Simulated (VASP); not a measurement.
# CdTe (Cmcm) in VASP: notebook

Runs on CdTe. Level: PBEsol. Tasks: single point.

All numbers are computed with VASP 6.6.1; they aren't measurements. Logs are shortened: lines on timing, memory, paths and dates and some standing lists are left out, and cuts for length are marked.

### 1 The cell of the first run

Symmetry: Cmcm, No. 63, orthorhombic system. The conventional cell has a = 6.048 Å, b = 6.106 Å, c = 6.008 Å, α = 90.00°, β = 90.00°, γ = 90.00°. Cd (site symmetry m2m) has 6 Te at 2.99 to 3.12 Å and 2 Cd at 4.05 Å within 4.1 Å. Within 3.9 Å of Te (site symmetry m2m) lie 6 Cd at 2.99 to 3.12 Å.

### 2 Single point, PBEsol (27.73 Å³/atom)

INCAR

```
ALGO     = Normal         # electronic algorithm
EDIFF    = 1E-7           # SCF threshold, eV
ENCUT    = 520            # plane-wave cutoff, eV
GGA      = PS             # functional
ISIF     = 2              # what is computed and relaxed
ISMEAR   = -1             # smearing method
LASPH    = T              # aspherical terms in the spheres
LCHARG   = T              # write CHGCAR
LELF     = T              # ELF
LREAL    = F              # projectors in reciprocal space
LVHAR    = T            
LWAVE    = F              # write WAVECAR
NBANDS   = 26             # bands
NELM     = 80             # most SCF steps
PREC     = Accurate       # precision mode
SIGMA    = 0.05           # smearing width, eV
```

KPOINTS

```
k-points
0
Gamma
  9 9 6
```

POSCAR

```
CdTe
1.0
    3.0238630702     -3.0527848324      0.0000000000
    3.0238630702      3.0527848324      0.0000000000
    0.0000000000      0.0000000000      6.0083358012
Cd Te
2 2
Direct
    0.2770300000      0.7229700000      0.7500000000
    0.7229700000      0.2770300000      0.2500000000
    0.7661370000      0.2338630000      0.7500000000
    0.2338630000      0.7661370000      0.2500000000
```

Potentials or basis: VASP PAW PBE potentials, release 64 (Cd, Te).

The run is started by

```bash
cat potpaw_PBE.64/Cd/POTCAR potpaw_PBE.64/Te/POTCAR > POTCAR
mpirun -np 1 vasp_std > vasp.out
```

OUTCAR:

```text
EDIFF = 1E-7
   ENCUT = 520
   GGA = PS
   ISIF = 2
   ISMEAR = -1
   LASPH = T
   LREAL = F
   NELM = 80
   PREC = Accurate

 ion  position               nearest neighbor table
   1  0.277  0.723  0.750-   3 2.99   4 3.02   4 3.02   3 3.02   3 3.02   3 3.12
   2  0.723  0.277  0.250-   4 2.99   3 3.02   3 3.02   4 3.02   4 3.02   4 3.12
   3  0.766  0.234  0.750-   1 2.99   2 3.02   2 3.02   1 3.02   1 3.02   1 3.12
   4  0.234  0.766  0.250-   2 2.99   1 3.02   1 3.02   2 3.02   2 3.02   2 3.12

  LATTYP: Found a base centered orthorhombic cell.
 ALAT       =     6.0477261404
 B/A-ratio  =     1.0095645079
 C/A-ratio  =     0.9934867522

  Lattice vectors:

 A1 = (   3.0238630702,  -3.0527848324,   0.0000000000)
 A2 = (   3.0238630702,   3.0527848324,   0.0000000000)
 A3 = (   0.0000000000,   0.0000000000,   6.0083358012)

Analysis of symmetry for initial positions (statically):
=====================================================================
 Subroutine PRICEL returns:
 Original cell was already a primitive cell.

 Routine SETGRP: Setting up the symmetry group for a
 base centered orthorhombic supercell.

 Subroutine GETGRP returns: Found  8 space group operations
 (whereof  4 operations were pure point group operations)
 out of a pool of  8 trial point group operations.

The static configuration has the point symmetry C_2h.
 The point group associated with its full space group is D_2h.

Analysis of symmetry for dynamics (positions and initial velocities):
=====================================================================
 Subroutine PRICEL returns:
 Original cell was already a primitive cell.

 Routine SETGRP: Setting up the symmetry group for a
 base centered orthorhombic supercell.

 Subroutine GETGRP returns: Found  8 space group operations
 (whereof  4 operations were pure point group operations)
 out of a pool of  8 trial point group operations.

The dynamic configuration has the point symmetry C_2h.
 The point group associated with its full space group is D_2h.

 Subroutine INISYM returns: Found  8 space group operations
 (whereof  4 operations are pure point group operations),
 and found     1 'primitive' translations

----------------------------------------------------------------------------------------

                                     Primitive cell

  volume of cell :     110.9283

  direct lattice vectors                    reciprocal lattice vectors
     3.023863070 -3.052784832  0.000000000     0.165351403 -0.163784881  0.000000000
     3.023863070  3.052784832  0.000000000     0.165351403  0.163784881  0.000000000
     0.000000000  0.000000000  6.008335801     0.000000000  0.000000000  0.166435438

  length of vectors
     4.296887606  4.296887606  6.008335801     0.232737134  0.232737134  0.166435438

  position of ions in fractional coordinates (direct lattice)
     0.277030000  0.722970000  0.750000000
     0.722970000  0.277030000  0.250000000
     0.766137000  0.233863000  0.750000000
     0.233863000  0.766137000  0.250000000

  ion indices of the primitive-cell ions
   primitive index   ion index
                 1           1
                 2           2
                 3           3
                 4           4

----------------------------------------------------------------------------------------

 KPOINTS: k-points

Automatic generation of k-mesh.
 Grid dimensions read from file:
 generate k-points for:    9    9    6

 Generating k-lattice:

  Cartesian coordinates                     Fractional coordinates (reciprocal lattice)
     0.018372378 -0.018198320  0.000000000     0.111111111  0.000000000  0.000000000
     0.018372378  0.018198320  0.000000000     0.000000000  0.111111111  0.000000000
     0.000000000  0.000000000  0.027739240     0.000000000  0.000000000  0.166666667

  Length of vectors
     0.025859682  0.025859682  0.027739240

  Shift w.r.t. Gamma in fractional coordinates (k-lattice)
     0.000000000  0.000000000  0.000000000

 Subroutine IBZKPT returns following result:
 ===========================================

 Found    100 irreducible k-points:

 Following reciprocal coordinates:
            Coordinates               Weight
  0.000000  0.000000  0.000000      1.000000
  0.111111 -0.000000  0.000000      4.000000
  0.222222  0.000000  0.000000      4.000000
  0.333333 -0.000000  0.000000      4.000000
  0.444444  0.000000  0.000000      4.000000
  0.111111  0.111111  0.000000      2.000000
[... 16 lines left out ...]
 -0.333333  0.333333  0.000000      2.000000
  0.444444  0.444444  0.000000      2.000000
 [... further k-points ...]
   k-points           NKPTS =    100   k-points in BZ     NKDIM =    100   number of bands    NBANDS=     26
   number of dos      NEDOS =    301   number of ions     NIONS =      4
   total plane-waves  NPLWV =  49152
   dimension x,y,z NGX =    32 NGY =   32 NGZ =   48
   dimension x,y,z NGXF=    64 NGYF=   64 NGZF=   96
   ions per type =               2   2
   NGX,Y,Z   is equivalent  to a cutoff of  12.38, 12.38, 13.28 a.u.
   NGXF,Y,Z  is equivalent  to a cutoff of  24.76, 24.76, 26.56 a.u.
 SYSTEM =  unknown system
   PREC   = accura    normal or accurate (medium, high low for compatibility)
   ISTART =      0    job   : 0-new  1-cont  2-samecut
   ICHARG =      2    charge: 1-file 2-atom 10-const
   ISPIN  =      1    spin polarized calculation?
   LNONCOLLINEAR =      F non collinear calculations
   LSORBIT =      F    spin-orbit coupling
   LASPH  =      T    aspherical Exc in radial PAW
   ENCUT  =  520.0 eV  38.22 Ry    6.18 a.u.   7.99  7.99 11.17*2*pi/ulx,y,z
   NELM   =     80;   NELMIN=  2; NELMDL= -5     # of ELM steps
   EDIFF  = 0.1E-06   stopping-criterion for ELM
   LREAL  =      F    real-space projection
   EDIFFG = 0.1E-05   stopping-criterion for IOM
   NSW    =      0    number of steps for IOM
   IBRION =     -1    ionic relax: 0-MD 1-quasi-New 2-CG
   NFREE  =      0    steps in history (QN), initial steepest desc. (CG)
   ISIF   =      2    stress and relaxation
   ISYM   =      2    0-nonsym 1-usesym 2-fastsym
   POTIM  = 0.5000    time-step for ionic-motion
   TEBEG  =    0.0;   TEEND  =   0.0 temperature during run
   PSTRESS=    0.0 pullay stress
   NELECT =      36.0000    total number of electrons
   NUPDOWN=      -1.0000    fix difference up-down
   EMIN   =  10.00;   EMAX   =-10.00  energy-range for DOS
   EFERMI =   0.00;   METHOD = LEGACY
   ISMEAR =    -1;   SIGMA  =   0.05  broadening in eV -4-tet -1-fermi 0-gaus
   EFERMI_NEDOS =   21; number of points for ismear=-14 and -15
   IALGO  =     38    algorithm
   IMIX   =      4    mixing-type and parameters
     AMIX     =   0.40;   BMIX     =  1.00
     AMIX_MAG =   1.60;   BMIX_MAG =  1.00
  volume/ion in A,a.u.               =      27.73       187.15
  Fermi-wavevector in a.u.,A,eV,Ry     =   1.125023  2.125986 17.220585  1.265677
  Thomas-Fermi vector in A             =   2.261698
   LORBIT       =      0    0 simple, 1 ext, 2 COOP (PROOUT), +10 PAW based schemes
   GGA     = PS    functional components
   LHFCALC =     F    Hartree Fock is set to
   AEXX    =    0.0000 exact exchange contribution
   IVDW    =     0    specifies the selected vdW correction
   LEPSILON=     F    determine dielectric tensor
   LRPA    =     F    only Hartree local field effects (RPA)
 non-spin polarized calculation
  energy-cutoff  :      520.00
  volume of cell :      110.93
 maximum number of plane-waves:      3009
   NGX = 15   NGY = 15   NGZ = 23

 number of electron      36.0000005 magnetization

 Free energy of the ion-electron system (eV)
  ---------------------------------------------------
  ext. energy  EPLUGINS =         0.00000000
  ---------------------------------------------------
  free energy    TOTEN  =       -10.47276467 eV

  energy without entropy =      -10.45587496  energy(sigma->0) =      -10.46431982

 E-fermi :   4.0271     XC(G=0): -10.0046

 val. band max:        4.0223902030   @ k =   0.4444   0.0000   0.1667
 cond. band min:       4.0388606772   @ k =   0.3333  -0.0000   0.1667
 fundamental gap:      0.0164704742
 Fermi energy:         4.0270725806

 k-point     1 :       0.0000    0.0000    0.0000
  band No.  band energies     occupation
      1      -7.7277      2.00000
      2      -6.8139      2.00000
      3      -4.2743      2.00000
      4      -4.2551      2.00000
      5      -4.2376      2.00000
      6      -4.2124      2.00000
[... 18 lines left out ...]
     25      11.6983      0.00000
     26      11.8422      0.00000

 k-point     2 :       0.1111   -0.0000    0.0000
  band No.  band energies     occupation
      1      -7.6602      2.00000
      2      -6.7836      2.00000
      3      -4.2704      2.00000
      4      -4.2650      2.00000
      5      -4.2491      2.00000
      6      -4.2139      2.00000
[... 18 lines left out ...]
     25      11.0981      0.00000
     26      11.8145      0.00000

 k-point     3 :       0.2222    0.0000    0.0000
  band No.  band energies     occupation
      1      -7.4689      2.00000
      2      -6.7111      2.00000
      3      -4.3063      2.00000
      4      -4.2902      2.00000
      5      -4.2531      2.00000
      6      -4.2433      2.00000
[... 18 lines left out ...]
     25      11.3087      0.00000
     26      11.3156      0.00000

 k-point     4 :       0.3333   -0.0000    0.0000
  band No.  band energies     occupation
      1      -7.1926      2.00000
      2      -6.6531      2.00000
      3      -4.3491      2.00000
      4      -4.3413      2.00000
      5      -4.2798      2.00000
      6      -4.2390      2.00000
[... 18 lines left out ...]
     25      10.1349      0.00000
     26      11.5612      0.00000

 k-point     5 :       0.4444    0.0000    0.0000
  band No.  band energies     occupation
      1      -6.9132      2.00000
      2      -6.6892      2.00000
      3      -4.3749      2.00000
      4      -4.3715      2.00000
      5      -4.2904      2.00000
      6      -4.2566      2.00000
[... 18 lines left out ...]
     25      10.0287      0.00000
     26      10.9166      0.00000

 k-point     6 :       0.1111    0.1111    0.0000
  band No.  band energies     occupation
      1      -7.5938      2.00000
      2      -6.7561      2.00000
      3      -4.2965      2.00000
      4      -4.2596      2.00000
      5      -4.2421      2.00000
      6      -4.2313      2.00000
[... 427 lines left out ...]
 k-point    21 :       0.4444    0.3333    0.0000
  band No.  band energies     occupation
      1      -6.8700      2.00000
      2      -6.7811      2.00000
      3      -4.2780      2.00000
      4      -4.2571      2.00000
      5      -4.2448      2.00000
      6      -4.2054      2.00000
[... 18 lines left out ...]
     25      12.8311      0.00000
     26      12.9612      0.00000

 k-point    22 :      -0.4444    0.3333    0.0000
  band No.  band energies     occupation
      1      -6.8853      2.00000
      2      -6.7749      2.00000
      3      -4.2730      2.00000
      4      -4.2616      2.00000
      5      -4.2392      2.00000
      6      -4.2094      2.00000
[... 18 lines left out ...]
     25      12.9172      0.00000
     26      13.0026      0.00000

 k-point    23 :      -0.3333    0.3333    0.0000
  band No.  band energies     occupation
      1      -6.9879      2.00000
      2      -6.7210      2.00000
      3      -4.2776      2.00000
      4      -4.2631      2.00000
      5      -4.2463      2.00000
      6      -4.2056      2.00000
[... 18 lines left out ...]
     25      12.0110      0.00000
     26      12.2213      0.00000

 k-point    24 :       0.4444    0.4444    0.0000
  band No.  band energies     occupation
      1      -6.8473      2.00000
      2      -6.8215      2.00000
      3      -4.2847      2.00000
      4      -4.2739      2.00000
      5      -4.2080      2.00000
      6      -4.1887      2.00000
[... 18 lines left out ...]
     25      13.3480      0.00000
     26      13.5159      0.00000

 [... further k-points ...]

------------------------ aborting loop because EDIFF is reached ----------------------------------------

  FORCE on cell =-STRESS in cart. coord.  units (eV):
  Direction    XX          YY          ZZ          XY          YZ          ZX
  --------------------------------------------------------------------------------------
  -------------------------------------------------------------------------------------
  Total       -0.9178177     -0.9783398     -0.6093680      0.0000000      0.0000000      0.0000000
  in kB      -13.2563660    -14.1305082     -8.8013179      0.0000000      0.0000000      0.0000000
  external PRESSURE =     -12.0627307 kB  Pullay stress =       0.0000000 kB

 VOLUME and BASIS-vectors are now :
 -----------------------------------------------------------------------------
  energy-cutoff  :      520.00
  volume of cell :      110.93
      direct lattice vectors                 reciprocal lattice vectors
     3.023863070 -3.052784832  0.000000000     0.165351403 -0.163784881  0.000000000
     3.023863070  3.052784832  0.000000000     0.165351403  0.163784881  0.000000000
     0.000000000  0.000000000  6.008335801     0.000000000  0.000000000  0.166435438

 POSITION                                       TOTAL-FORCE (eV/Angst)
 -----------------------------------------------------------------------------------
      3.02386      1.36136      4.50625         0.000000      0.057753      0.000000
      3.02386     -1.36136      1.50208         0.000000     -0.057753      0.000000
      3.02386     -1.62492      4.50625         0.000000      0.011021     -0.000000
      3.02386      1.62492      1.50208         0.000000     -0.011021     -0.000000
 -----------------------------------------------------------------------------------
    total drift:                                0.000000      0.000000      0.000000

  FREE ENERGIE OF THE ION-ELECTRON SYSTEM (eV)
  ---------------------------------------------------
  free  energy   TOTEN  =       -10.4727646747 eV

  energy  without entropy=      -10.4558749641  energy(sigma->0) =      -10.46431982
```

Wall time 4.7 min (1 thread of Intel Xeon Platinum 8259CL at 2.50GHz (Skylake/Cascade Lake), shared host); peak memory 0.39 GiB.

What came out:

```yaml
Free_energy: -10.4728 eV
Pressure: -1.2 GPa
Largest_force: 0.058 eV/Å
Band_gap_on_the_k_mesh: zero (bands 18 and 19 overlap by 1.27 eV)
```

Forces on the atoms (eV/Å):
```
Cd   0.000  0.058  0.000
Cd   0.000 -0.058  0.000
Te   0.000  0.011  0.000
Te   0.000 -0.011  0.000
```

Stress tensor (GPa, compression positive):
```
-1.33  0.00  0.00
 0.00 -1.41  0.00
 0.00  0.00 -0.88
```

Caveat: the PAW data sets were made with another functional, which shifts forces and pressure a little; spin-orbit coupling is left out, which moves the levels of the heavy elements.

### 3 Single point, PBEsol (28.60 Å³/atom)

This run uses another cell than the first one, of 28.60 Å³/atom.

INCAR

```
PREC = Accurate
ENCUT = 520
EDIFF = 1E-6
ISMEAR = -1
SIGMA = 0.05
LREAL = False
LASPH = True
NELM = 80
ALGO = Normal
ISIF = 2
LWAVE = False
LCHARG = True
GGA = PS
LELF = True
LVHAR = True
NBANDS = 26
```

KPOINTS

```
Automatic mesh
0
Gamma
  9 9 6
```

POSCAR

```
CdTe
1.0
    3.0550391141     -3.0842590598      0.0000000000
    3.0550391141      3.0842590598      0.0000000000
    0.0000000000      0.0000000000      6.0702817743
Cd Te
2 2
Direct
    0.2770300000      0.7229700000      0.7500000000
    0.7229700000      0.2770300000      0.2500000000
    0.7661370000      0.2338630000      0.7500000000
    0.2338630000      0.7661370000      0.2500000000
```

Potentials or basis: VASP PAW PBE potentials, release 64 (Cd, Te).

The run is started by

```bash
cat potpaw_PBE.64/Cd/POTCAR potpaw_PBE.64/Te/POTCAR > POTCAR
mpirun -np 1 vasp_std > vasp.out
```

Run time: 5.1 min. Hardware: 1 thread of Intel Xeon Platinum 8259CL at 2.50GHz (Skylake/Cascade Lake), shared host; peak memory 0.4 GiB.

The run converged. Its results:

```
Free energy            : -10.4309 eV
Pressure               : -2.6 GPa
Largest force          : 0.043 eV/Å
Band gap on the k mesh : zero (bands 18 and 19 overlap by 1.24 eV)
```

Forces in eV/Å, atoms in the order of the input:
```
Cd   0.000  0.041  0.000
Cd   0.000 -0.041  0.000
Te   0.000  0.043  0.000
Te   0.000 -0.043  0.000
```

Stress tensor (GPa, compression positive):
```
-2.73  0.00  0.00
 0.00 -2.78  0.00
 0.00  0.00 -2.36
```

Levels at points of the mesh, in eV from the Fermi level:
```csv
k point,band 15,band 16,band 17,band 18,band 19,band 20,band 21,band 22
"(0.00, 0.00, 0.00)",-2.03,-1.33,-0.45,-0.41,-0.35,0.25,4.19,6.91
"(0.00, 0.00, 0.50)",-1.31,-1.31,-1.26,-1.26,1.60,1.60,5.00,5.00
```

Caveat: the PAW data sets were made with another functional, which shifts forces and pressure a little; spin-orbit coupling is left out, which moves the levels of the heavy elements.

[end of part 1 of 2]
